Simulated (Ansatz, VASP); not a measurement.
Si: VASP beside Ansatz

```xyz
17
Lattice="0.0000 5.4300 5.4300 5.4300 0.0000 5.4300 5.4300 5.4300 0.0000" Properties=species:S:1:pos:R:3 pbc="T T T"
Si   -0.0049    0.0048   -0.0049
Si    1.3578    1.3247    1.3580
Si    2.7403    2.6901   -0.0250
Si    4.1052    4.0717    1.3566
Si    2.7208    0.0058    2.7208
Si    4.0731    1.3582    4.0730
Si    5.4253    2.7103    2.7197
Si    6.7880    4.0729    4.0397
Si   -0.0255    2.6895    2.7408
Si    1.3566    4.0716    4.1052
Si    2.7352    5.4502    2.7352
Si    4.0687    6.7835    4.0695
Si    2.7198    2.7102    5.4252
Si    4.0397    4.0728    6.7880
Si    5.4053    5.4551    5.4052
Si    6.7867    6.8202    6.7866
Si    6.7833    4.0681    6.7842
```

Alike in both runs: functional PBE; dispersion D3(BJ); k mesh 2 × 2 × 2; occupations fermi-dirac, width 0.05 eV; no spin polarisation.

Ansatz relaxed the structure, and its values are those at the end. VASP's run is a single point on that final structure, the one shown.

|  | VASP | Ansatz |
| --- | --- | --- |
| version | VASP 6.6.1 | Ansatz 0.2.0 |
| potentials or method | VASP PAW PBE potentials, release 64 (Si), cutoff 520 eV | scalar-relativistic, plane waves, PAW |
| valence electrons in the cell | 68 | 68 |

```csv
,VASP,Ansatz,Ansatz less VASP
rms of the force components (eV/Å),0.005,0.005,0.0000
```

The k mesh is coarse, so the values compare programs but aren't converged.
